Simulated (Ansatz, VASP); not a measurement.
Ti5Al11 in VASP and in Ansatz

```
Ti Al
1.0
     3.89548    0.00000    0.00000
     0.00000    3.89548    0.00000
     0.00000    0.00000   16.38159
Ti Al
5 11
Direct
  0.50000 0.50000 0.37621
  0.00000 0.00000 0.87984
  0.00000 0.00000 0.11979
  0.50000 0.50000 0.61649
  0.50000 0.50000 0.13364
  0.50000 0.00000 0.00278
  0.00000 0.50000 0.49814
  0.50000 0.00000 0.49814
  0.00000 0.50000 0.00278
  0.00000 0.50000 0.24965
  0.50000 0.00000 0.74932
  0.50000 0.00000 0.24965
  0.00000 0.50000 0.74932
  0.00000 0.00000 0.62421
  0.00000 0.00000 0.37388
  0.50000 0.50000 0.87618
```

Alike in both runs: functional PBEsol; k mesh 10 × 10 × 4; occupations gaussian, width 0.1 eV; no spin polarisation.

Ansatz relaxed the structure, and its values are those at the end. VASP's run is a single point on that final structure, the one shown.

|  | VASP | Ansatz |
| --- | --- | --- |
| version | VASP 6.6.1 | Ansatz 0.2.0 |
| potentials or method | VASP PAW PBE potentials, release 64 (Ti_sv, Al), cutoff 520 eV | scalar-relativistic, plane waves, PAW |
| valence electrons in the cell | 93 | 93 |

```tsv
	VASP	Ansatz	Ansatz less VASP
gap on the k mesh at the Fermi level (eV)	none	none	-
pressure (GPa)	0.1	0.0	-0.10
rms of the force components (eV/Å)	0.006	0.000	-0.0058
```

VASP's potentials were made for PBE, not for PBEsol. A gap of «none» marks a metal or a gap that the smearing closes.
